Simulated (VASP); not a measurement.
A run of VASP 6.6.1 is set up as follows.

File INCAR:

```
PREC = Accurate
ENCUT = 520
EDIFF = 1E-6
ISMEAR = -1
SIGMA = 0.025
LREAL = F
LASPH = T
NELM = 80
ALGO = Normal
ISIF = 2
LWAVE = F
LCHARG = T
GGA = PS
LELF = T
LVHAR = T
NBANDS = 11
```

Contents of KPOINTS:

```
Automatic mesh
0
Gamma
  7 7 8
```

File POSCAR:

```
Ba
1.0
    3.9996500000      0.0000000000      0.0000000000
    0.0000000000      3.9996500000      0.0000000000
    0.0000000000      0.0000000000      3.6055390000
Ba
1
Direct
    0.5000000000      0.5000000000      0.5000000000
```

Potentials or basis: VASP PAW PBE potentials, release 64 (Ba_sv).

Run with:

```console
$ cat potpaw_PBE.64/Ba_sv/POTCAR > POTCAR
$ mpirun -np 1 vasp_std > vasp.out
```

Predict the band gap on the k mesh.

zero (bands 5 and 6 overlap by 0.53 eV).

Estimate the pressure.

-0.1 GPa.

Stress tensor (GPa, compression positive):
```
-1.35  0.00  0.00
 0.00 -1.35  0.00
 0.00  0.00  2.51
```

Caveat: the PAW data sets were made with another functional, which shifts forces and pressure a little; spin-orbit coupling is left out, which moves the levels of the heavy elements.
